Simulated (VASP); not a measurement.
Set up this calculation in VASP 6.6.1, as the native input.

```
Task                   : single point
Functional             : PBEsol
Potentials or basis    : VASP PAW PBE potentials, release 64 (Ta_pv, C)
Cutoff                 : 520 eV
k mesh                 : 11 × 8 × 1
Occupations            : gaussian, width 0.1 eV
Spin                   : no spin polarisation
Dipole correction      : yes
Further INCAR settings : ALGO = Normal; EDIFF = 1e-06; NBANDS = 66
```

The structure of TaC lies in POSCAR:

```
TaC
1.0
    3.1393031999      0.0000000000      0.0000000000
    0.0000000000      4.4396451617      0.0000000000
    0.0000000000      0.0000000000     24.4179095998
Ta C
7 7
Direct
    0.5000000000      0.5000000000      0.3145136159
    0.0000000000      0.0000000000      0.3686499678
    0.5000000000      0.5000000000      0.4349504652
    0.0000000000      0.0000000000      0.5000000020
    0.5000000000      0.5000000000      0.5650495376
    0.0000000000      0.0000000000      0.6313500315
    0.5000000000      0.5000000000      0.6854863799
    0.5000000000      0.0000000000      0.3065541878
    0.0000000000      0.5000000000      0.3707264791
    0.5000000000      0.0000000000      0.4360258002
    0.0000000000      0.5000000000      0.5000000012
    0.5000000000      0.0000000000      0.5639742030
    0.0000000000      0.5000000000      0.6292735187
    0.5000000000      0.0000000000      0.6934458101
```

These files were run (other wordings do the same):

INCAR

```
PREC = Accurate ; ENCUT = 520
EDIFF = 1E-6 ; ISMEAR = 0
SIGMA = 0.1 ; LREAL = F
LASPH = T ; NELM = 80
ALGO = Normal ; ISIF = 2
LWAVE = F ; LCHARG = T
LDIPOL = T ; IDIPOL = 3
DIPOL = 0.5 0.5 0.500 ; GGA = PS
LELF = T ; LVHAR = T
LVACPOTAV = T ; NBANDS = 66
```

KPOINTS

```
regular mesh
0
Gamma
  11 8 1
```

Potentials or basis: VASP PAW PBE potentials, release 64 (Ta_pv, C).

The run is started by

```console
$ cat potpaw_PBE.64/Ta_pv/POTCAR potpaw_PBE.64/C/POTCAR > POTCAR
$ mpirun -np 1 vasp_std > vasp.out
```

Results of the run:

The largest force is 0.043 eV/Å and the band gap on the k mesh is zero (an odd number of electrons rules out a gap without spin polarisation).

Caveat: the PAW data sets were made with another functional, which shifts forces and pressure a little; spin-orbit coupling is left out, which moves the levels of the heavy elements.

Run time: 12 min on 1 thread of Intel(R) Xeon(R) 6975P-C (Granite Rapids), on a shared host, peak memory 0.7 GiB.
